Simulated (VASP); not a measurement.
Runs of VASP 6.6.1 on BN. The structure is that of space group P4_2/mnm (No. 136), or close to it. The cells are those of the table. 

| cell | gap on the mesh (eV) | pressure (GPa) | largest force (eV/Å) |
| --- | --- | --- | --- |
| a = 4.266, b = 4.266, c = 2.614 Å, 8 atoms | 4.48 | (c) | 0.87 |
| a = 4.365, b = 4.365, c = 2.462 Å, 8 atoms | (a) | 20.0 | 0.20 |
| a = 4.497, b = 4.497, c = 2.310 Å, 8 atoms | 4.09 | 30.2 | 1.27 |
| a = 4.464, b = 4.464, c = 2.386 Å, 8 atoms | 4.47 | 18.1 | 0.79 |
| a = 4.332, b = 4.332, c = 2.462 Å, 8 atoms | 4.55 | 26.3 | 0.15 |
| a = 4.299, b = 4.299, c = 2.614 Å, 8 atoms | (b) | 6.1 | 0.68 |
| a = 4.332, b = 4.332, c = 2.538 Å, 8 atoms | 4.54 | 12.1 | 0.26 |
| a = 4.398, b = 4.398, c = 2.462 Å, 8 atoms | 4.62 | 14.0 | 0.29 |

Alike in all rows: task single point; level PBEsol; potentials or basis VASP PAW PBE potentials, release 64 (B, N); no spin polarisation; k mesh 6 × 6 × 10; cutoff (eV) 520; smearing gaussian 0.05 eV.

Task: Fill in the values left out.

Result: (a) 4.59; (b) 4.50; (c) 12.3.

Caveats: the PAW data sets were made with another functional, which shifts forces and pressure a little; the stress differs along the axes, from -22 to 29 GPa (at least some runs); the stress differs along the axes, from 12 to 36 GPa (at least some runs); the stress differs along the axes, from -11 to 113 GPa (at least some runs); the stress differs along the axes, from -7 to 69 GPa (at least some runs); the stress differs along the axes, from 20 to 39 GPa (at least some runs); the stress differs along the axes, from -23 to 21 GPa (at least some runs).

A k mesh can miss the band edges.
